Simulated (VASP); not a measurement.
# MnS (Pm-3m) in VASP: a series of runs, part 2 of 2

VASP 6.6.1. The steps go on from the part before.

## 3. Single point, PBEsol, collinear spin, ferromagnetic start

INCAR reads:

```
SYSTEM = MnS
PREC = Accurate
ENCUT = 520
EDIFF = 1E-7
ISMEAR = -1
SIGMA = 0.05
LREAL = .False.
LASPH = .True.
NELM = 150
ALGO = Normal
ISIF = 2
LWAVE = .False.
LCHARG = .False.
ISPIN = 2
MAGMOM = 2.8 0
LORBIT = 11
LMAXMIX = 4
GGA = PS
NBANDS = 20
```

KPOINTS reads:

```
regular mesh
0
Gamma
  9 9 9
  0 0 0
```

POSCAR reads:

```
MnS
1.0
    3.0990400000      0.0000000000      0.0000000000
    0.0000000000      3.0990400000      0.0000000000
    0.0000000000      0.0000000000      3.0990400000
Mn S
1 1
Direct
    0.5000000000      0.5000000000      0.5000000000
    0.0000000000      0.0000000000      0.0000000000
```

Potentials or basis: VASP PAW PBE potentials, release 64 (Mn_pv, S).

Run with:

```sh
$ cat potpaw_PBE.64/Mn_pv/POTCAR potpaw_PBE.64/S/POTCAR > POTCAR
$ mpirun -np 1 vasp_std > vasp.out
```

OUTCAR:

```text
SYSTEM = MnS
   PREC = Accurate
   ENCUT = 520
   EDIFF = 1E-7
   ISMEAR = -1
   LREAL = .False.
   LASPH = .True.
   NELM = 150
   ISIF = 2
   ISPIN = 2
   LORBIT = 11
   GGA = PS

 ion  position               nearest neighbor table
   1  0.500  0.500  0.500-   2 2.68   2 2.68   2 2.68   2 2.68   2 2.68   2 2.68   2 2.68   2 2.68

   2  0.000  0.000  0.000-   1 2.68   1 2.68   1 2.68   1 2.68   1 2.68   1 2.68   1 2.68   1 2.68

  LATTYP: Found a simple cubic cell.
 ALAT       =     3.0990400000

  Lattice vectors:

 A1 = (   3.0990400000,   0.0000000000,   0.0000000000)
[... 1319 lines left out ...]

 VOLUME and BASIS-vectors are now :
 -----------------------------------------------------------------------------
  energy-cutoff  :      520.00
  volume of cell :       29.76
      direct lattice vectors                 reciprocal lattice vectors
     3.099040000  0.000000000  0.000000000     0.322680572  0.000000000  0.000000000
     0.000000000  3.099040000  0.000000000     0.000000000  0.322680572  0.000000000
     0.000000000  0.000000000  3.099040000     0.000000000  0.000000000  0.322680572

 POSITION                                       TOTAL-FORCE (eV/Angst)
 -----------------------------------------------------------------------------------
      1.54952      1.54952      1.54952         0.000000      0.000000      0.000000
      0.00000      0.00000      0.00000         0.000000      0.000000      0.000000
 -----------------------------------------------------------------------------------
    total drift:                                0.000000      0.000000     -0.000000

  FREE ENERGIE OF THE ION-ELECTRON SYSTEM (eV)
  ---------------------------------------------------
  free  energy   TOTEN  =       -14.1813866304 eV

  energy  without entropy=      -14.1707842980  energy(sigma->0) =      -14.17608546

 total charge

# of ion       s       p       d       tot
------------------------------------------
    1        0.213   6.166   5.048  11.428
    2        1.366   2.238   0.000   3.605
--------------------------------------------------
tot          1.580   8.405   5.048  15.032

 magnetization (x)

# of ion       s       p       d       tot
------------------------------------------
    1        0.015   0.027   3.275   3.317
    2        0.024  -0.140   0.000  -0.116
--------------------------------------------------
tot          0.039  -0.113   3.275   3.201
```

OSZICAR:

```text
N       E                     dE             d eps       ncg     rms          rms(c)
DAV:   1     0.146473236795E+03    0.14647E+03   -0.10049E+04  2800   0.102E+03
DAV:   2    -0.858677578578E+01   -0.15506E+03   -0.14660E+03  2892   0.294E+02
DAV:   3    -0.155086947972E+02   -0.69219E+01   -0.67980E+01  3252   0.646E+01
DAV:   4    -0.155837427033E+02   -0.75048E-01   -0.74972E-01  3092   0.679E+00
DAV:   5    -0.155846433306E+02   -0.90063E-03   -0.90061E-03  3240   0.770E-01    0.145E+01
DAV:   6    -0.163147704378E+02   -0.73013E+00   -0.11464E+01  3036   0.405E+01    0.177E+01
DAV:   7    -0.141489419586E+02    0.21658E+01   -0.48786E+00  3088   0.291E+01    0.600E+00
DAV:   8    -0.141788513390E+02   -0.29909E-01   -0.18098E-01  3212   0.352E+00    0.317E+00
DAV:   9    -0.141750841159E+02    0.37672E-02   -0.29983E-02  3476   0.150E+00    0.137E+00
DAV:  10    -0.141794474080E+02   -0.43633E-02   -0.12242E-02  3212   0.890E-01    0.688E-01
DAV:  11    -0.141811981090E+02   -0.17507E-02   -0.12954E-03  3272   0.365E-01    0.265E-01
DAV:  12    -0.141813427899E+02   -0.14468E-03   -0.25999E-04  3280   0.124E-01    0.125E-01
DAV:  13    -0.141813841966E+02   -0.41407E-04   -0.67243E-05  3700   0.639E-02    0.406E-02
DAV:  14    -0.141813858988E+02   -0.17022E-05   -0.67550E-06  3100   0.199E-02    0.240E-02
DAV:  15    -0.141813865728E+02   -0.67399E-06   -0.79251E-07  3284   0.707E-03    0.552E-03
DAV:  16    -0.141813866304E+02   -0.57510E-07   -0.15281E-07  2628   0.308E-03
   1 F= -.14181387E+02 E0= -.14176085E+02  d E =-.106023E-01  mag=     3.3094
```

stdout:

```text
POSCAR found type information on POSCAR MnS
 POSCAR found :  2 types and       2 ions
 scaLAPACK will be used
 -----------------------------------------------------------------------------
|                                                                             |
|                                                                             |
|     You enforced a specific xc type in the INCAR file but a different       |
|     I HOPE YOU KNOW WHAT YOU ARE DOING!                                     |
|                                                                             |
 -----------------------------------------------------------------------------

 LDA part: xc-table for (Slater+PW92), standard interpolation
 POSCAR, INCAR and KPOINTS ok, starting setup
 FFT: planning ... GRIDC
 FFT: planning ... GRID_SOFT
 FFT: planning ... GRID
 WAVECAR not read
 entering main loop
```

It took 17 s on 1 thread of Intel Xeon Platinum 8488C (Sapphire Rapids), shared host; peak memory 0.16 GiB.

Results:

| Property | Result |
| --- | --- |
| Free energy | -14.1814 eV |
| Pressure | -13.1 GPa |
| Net moment | 3.31 μB per cell |
| Site moments | Mn +3.32; S -0.12 μB |
| Valence electrons inside the program's atomic spheres | Mn 11.43; S 3.60 |

Levels at points of the mesh, in eV from the Fermi level:
Spin up:
```tsv
k point	band 7	band 8	band 9	band 10	band 11	band 12	band 13	band 14	band 15	band 16
(0.00, 0.00, 0.00)	-1.90	-1.90	-1.90	-1.75	-1.75	-1.75	1.93	6.96	6.96	15.38
```
Spin down:
| k point | band 6 | band 7 | band 8 | band 9 | band 10 | band 11 |
| --- | --- | --- | --- | --- | --- | --- |
| (0.00, 0.00, 0.00) | -1.78 | -1.78 | -1.14 | -1.14 | 1.38 | 1.38 |

Caveat: the PAW data sets were made with another functional, which shifts forces and pressure a little; a cell with one magnetic atom can't hold antiferromagnetic order, which such compounds often take; semilocal functionals often make such compounds metallic where correlation or magnetic order opens a gap, which also shifts bond lengths.

## 4. Single point, PBEsol, collinear spin, ferromagnetic start

INCAR reads:

```
SYSTEM = MnS
  PREC = Accurate
  ENCUT = 520
  EDIFF = 1E-7
  ISMEAR = -1
  SIGMA = 0.025
  LREAL = .FALSE.
  LASPH = .TRUE.
  NELM = 150
  ALGO = Normal
  ISIF = 2
  LWAVE = .FALSE.
  LCHARG = .FALSE.
  ISPIN = 2
  MAGMOM = 2.8 0
  LORBIT = 11
  LMAXMIX = 4
  GGA = PS
  NBANDS = 20
```

KPOINTS reads:

```
Automatic mesh
0
G
  9 9 9
  0 0 0
```

POSCAR is that of step 3.

Potentials or basis: VASP PAW PBE potentials, release 64 (Mn_pv, S).

Run with:

```sh
$ cat potpaw_PBE.64/Mn_pv/POTCAR potpaw_PBE.64/S/POTCAR > POTCAR
$ mpirun -np 1 vasp_std > vasp.out
```

OUTCAR:

```text
SYSTEM = MnS
   PREC = Accurate
   ENCUT = 520
   EDIFF = 1E-7
   ISMEAR = -1
   LREAL = .FALSE.
   LASPH = .TRUE.
   NELM = 150
   ISIF = 2
   ISPIN = 2
   LORBIT = 11
   GGA = PS

 ion  position               nearest neighbor table
   1  0.500  0.500  0.500-   2 2.68   2 2.68   2 2.68   2 2.68   2 2.68   2 2.68   2 2.68   2 2.68

   2  0.000  0.000  0.000-   1 2.68   1 2.68   1 2.68   1 2.68   1 2.68   1 2.68   1 2.68   1 2.68

  LATTYP: Found a simple cubic cell.
 ALAT       =     3.0990400000

  Lattice vectors:

 A1 = (   3.0990400000,   0.0000000000,   0.0000000000)
 A2 = (   0.0000000000,   3.0990400000,   0.0000000000)
 A3 = (   0.0000000000,   0.0000000000,   3.0990400000)

Analysis of symmetry for initial positions (statically):
=====================================================================
 Subroutine PRICEL returns:
 Original cell was already a primitive cell.

 Routine SETGRP: Setting up the symmetry group for a
 simple cubic supercell.

 Subroutine GETGRP returns: Found 48 space group operations
[... 750 lines left out ...]
      5       6.4944      1.00000
      6       6.4944      1.00000
[... 541 lines left out ...]
     19      25.3194      0.00000
     20      25.5767      0.00000

 [... further k-points ...]

------------------------ aborting loop because EDIFF is reached ----------------------------------------

  FORCE on cell =-STRESS in cart. coord.  units (eV):
  Direction    XX          YY          ZZ          XY          YZ          ZX
  --------------------------------------------------------------------------------------
  -------------------------------------------------------------------------------------
  Total       -2.4563805     -2.4563805     -2.4563805     -0.0000000      0.0000000     -0.0000000
  in kB     -132.2283819   -132.2283819   -132.2283819     -0.0000000      0.0000000     -0.0000000
  external PRESSURE =    -132.2283819 kB  Pullay stress =       0.0000000 kB

 VOLUME and BASIS-vectors are now :
 -----------------------------------------------------------------------------
  energy-cutoff  :      520.00
  volume of cell :       29.76
      direct lattice vectors                 reciprocal lattice vectors
     3.099040000  0.000000000  0.000000000     0.322680572  0.000000000  0.000000000
     0.000000000  3.099040000  0.000000000     0.000000000  0.322680572  0.000000000
     0.000000000  0.000000000  3.099040000     0.000000000  0.000000000  0.322680572

 POSITION                                       TOTAL-FORCE (eV/Angst)
 -----------------------------------------------------------------------------------
      1.54952      1.54952      1.54952         0.000000      0.000000      0.000000
      0.00000      0.00000      0.00000         0.000000      0.000000      0.000000
 -----------------------------------------------------------------------------------
    total drift:                                0.000000      0.000000     -0.000000

  FREE ENERGIE OF THE ION-ELECTRON SYSTEM (eV)
  ---------------------------------------------------
  free  energy   TOTEN  =       -14.1774892768 eV

  energy  without entropy=      -14.1748100047  energy(sigma->0) =      -14.17614964

 total charge

# of ion       s       p       d       tot
------------------------------------------
    1        0.213   6.166   5.048  11.428
    2        1.366   2.238   0.000   3.605
--------------------------------------------------
tot          1.580   8.405   5.048  15.032

 magnetization (x)

# of ion       s       p       d       tot
------------------------------------------
    1        0.015   0.027   3.271   3.313
    2        0.024  -0.141   0.000  -0.117
--------------------------------------------------
tot          0.039  -0.114   3.271   3.196
```

stdout:

```text
POSCAR found type information on POSCAR MnS
 POSCAR found :  2 types and       2 ions
 scaLAPACK will be used
 -----------------------------------------------------------------------------
|                                                                             |
|                                                                             |
|     You enforced a specific xc type in the INCAR file but a different       |
|     I HOPE YOU KNOW WHAT YOU ARE DOING!                                     |
|                                                                             |
 -----------------------------------------------------------------------------

 LDA part: xc-table for (Slater+PW92), standard interpolation
 POSCAR, INCAR and KPOINTS ok, starting setup
 FFT: planning ... GRIDC
 FFT: planning ... GRID_SOFT
 FFT: planning ... GRID
 WAVECAR not read
 entering main loop
```

Wall time 18 s (1 thread of Intel Xeon Platinum 8488C (Sapphire Rapids), shared host); peak memory 0.16 GiB.

What came out:

| Quantity | Value |
| --- | --- |
| Free energy | -14.1775 eV |
| Pressure | -13.2 GPa |
| Net moment | 3.30 μB per cell |
| Site moments | Mn +3.31; S -0.12 μB |
| Valence electrons inside the program's atomic spheres | Mn 11.43; S 3.60 |

Levels at points of the mesh, in eV from the Fermi level:
Spin up:
```tsv
k point	band 7	band 8	band 9	band 10	band 11	band 12	band 13	band 14	band 15	band 16
(0.00, 0.00, 0.00)	-1.90	-1.90	-1.90	-1.75	-1.75	-1.75	1.94	6.96	6.96	15.39
```
Spin down:
```
           k point  band 4  band 5  band 6  band 7  band 8  band 9  band 10  band 11  band 12  band 13
(0.00, 0.00, 0.00)  -15.47   -1.78   -1.78   -1.78   -1.14   -1.14     1.39     1.39     1.39     2.70
```

Caveat: the PAW data sets were made with another functional, which shifts forces and pressure a little; a cell with one magnetic atom can't hold antiferromagnetic order, which such compounds often take; semilocal functionals often make such compounds metallic where correlation or magnetic order opens a gap, which also shifts bond lengths. With open d or f shells a metallic result of PBEsol can be an artefact of self-interaction; +U or a hybrid may open a gap.

## 5. The runs side by side

| smearing | gap on the mesh (eV) | pressure (GPa) | moment (μB) |
| --- | --- | --- | --- |
| fermi-dirac 0.1 eV | none | -12.2 | 3.37 |
| fermi-dirac 0.05 eV | none | -13.1 | 3.31 |
| fermi-dirac 0.025 eV | none | -13.2 | 3.30 |

Alike in all rows: task single point; level PBEsol; potentials or basis VASP PAW PBE potentials, release 64 (Mn_pv, S); spin collinear, ferromagnetic start; cell as given; k mesh 9 × 9 × 9; cutoff (eV) 520.

Every run on the cell as given and a fine mesh finds a metal.

Caveats: the PAW data sets were made with another functional, which shifts forces and pressure a little; a cell with one magnetic atom can't hold antiferromagnetic order, which such compounds often take; semilocal functionals often make such compounds metallic where correlation or magnetic order opens a gap, which also shifts bond lengths.

Total energies depend on the potentials used, so only differences within one code and one set of settings carry meaning.
